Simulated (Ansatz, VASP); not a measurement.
Pb in VASP and in Ansatz

INCAR

```
PREC     = Accurate       # precision mode
ENCUT    = 600            # plane-wave cutoff, eV
EDIFF    = 1E-7           # SCF threshold, eV
ISMEAR   = 0              # smearing method
SIGMA    = 0.1            # smearing width, eV
LREAL    = False          # projectors in reciprocal space
LASPH    = True           # aspherical terms in the spheres
NELM     = 80             # most SCF steps
ALGO     = Fast           # electronic algorithm
ISIF     = 3              # what is computed and relaxed
LWAVE    = False          # write WAVECAR
LCHARG   = False          # write CHGCAR
GGA      = PE             # functional
IBRION   = 2              # ionic algorithm
NSW      = 90             # ionic steps
EDIFFG   = -0.04          # ionic threshold
```

Contents of KPOINTS:

```
regular mesh
0
Gamma
  6 6 4
```

The input POSCAR:

```
Pb
1.0
    2.6116239100      0.0000000000      0.0000000000
    0.0000000000      2.7595874100      0.0000000000
    0.0000000000      0.0000000000      4.8941258200
Pb
1
Direct
    0.5000000000      0.0000000000      0.5000000000
```

Input for Ansatz:

```yaml
crystal:
  lattice:
    - [2.61162391, 0.0, 0.0]
    - [0.0, 2.75958741, 0.0]
    - [0.0, 0.0, 4.89412582]
  atoms:
    - { symbol: Pb, position: [0.5, 0.0, 0.5] }
basis:
  ecutwfc: 420
kpoints:
  mp_grid: { grid: [6, 6, 4] }
hamiltonian:
  xc: pbe
scf:
  occupations: { method: gaussian, width: 0.1 }
  lower_state_search: "off"
output:
  forces: true
  stress: true
  eigenvalues: true
relax:
  adjacent_minimum: "off"
  f_tol: 0.04
  max_steps: 70
  cell: { stress_tol: 0.4 }
```

Alike in both runs: task relaxation of cell and atoms; functional PBE; k mesh 6 × 6 × 4; occupations gaussian, width 0.1 eV; no spin polarisation.

|  | VASP | Ansatz |
| --- | --- | --- |
| version | VASP 6.6.1 | Ansatz 0.2.0 |
| potentials or method | VASP PAW PBE potentials, release 64 (Pb_d), cutoff 600 eV | scalar-relativistic, plane waves, PAW |
| valence electrons in the cell | 14 | 14 |

VASP gave:

* gap on the k mesh at the Fermi level, each at its own relaxed structure (eV): none
* relaxed volume (Å³/atom): 34.45
* relaxed length of the cell vector where the two differ most in proportion (Å): 3.401

Problem. Which values does Ansatz return?

Solution. gap on the k mesh at the Fermi level, each at its own relaxed structure (eV): none; relaxed volume (Å³/atom): 34.49; relaxed length of the cell vector where the two differ most in proportion (Å): 3.405.

A gap of «none» marks a metal or a gap that the smearing closes.

The k mesh is coarse, so the values compare programs but aren't converged. Neither program's run includes spin-orbit coupling.
